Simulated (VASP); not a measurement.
# AlN: single point with PBE

AlN:

```
Al N
1.0
     2.95164    0.00000    0.00000
    -1.47582    2.55619    0.00000
     0.00000    0.00000    4.57043
Al N
2 2
Cartesian
  1.4758 0.8521 2.2566
  0.0000 1.7041 4.5418
  1.4758 0.8521 4.0506
  0.0000 1.7041 1.7654
```

* Program: VASP 6.6.1
* Task: single point
* Functional: PBE
* Potentials or basis: VASP PAW PBE potentials, release 64 (Al, N)
* Cutoff: 520 eV
* k mesh: 12 × 12 × 6
* Occupations: gaussian, width 0.02 eV
* Spin: no spin polarisation
* Dipole correction: no
* Further INCAR settings: ALGO = Normal; EDIFF = 1e-06; NBANDS = 16

```json
{
 "Pressure": "60.1 GPa",
 "Band gap on the k mesh": "5.02 eV (least direct gap 5.70 eV)"
}
```

Levels at points of the mesh, in eV from the valence-band top:
```tsv
k point	band 6	band 7	band 8	band 9	band 10	band 11
(0.00, 0.00, 0.00)	-0.70	-0.70	0.00	5.70	7.83	11.89
(0.50, 0.00, 0.00)	-2.87	-2.28	-1.07	6.06	6.23	9.53
(0.00, 0.00, 0.50)	-1.11	-1.11	-1.11	7.82	7.82	11.83
(0.50, 0.00, 0.50)	-2.08	-1.69	-1.69	5.82	5.82	10.15
```

It took 32 s on 1 thread of Intel Xeon 8259CL, on a shared host, peak memory 0.17 GiB.

Caveat: the cell stands under pressure. A k mesh can miss the band edges.
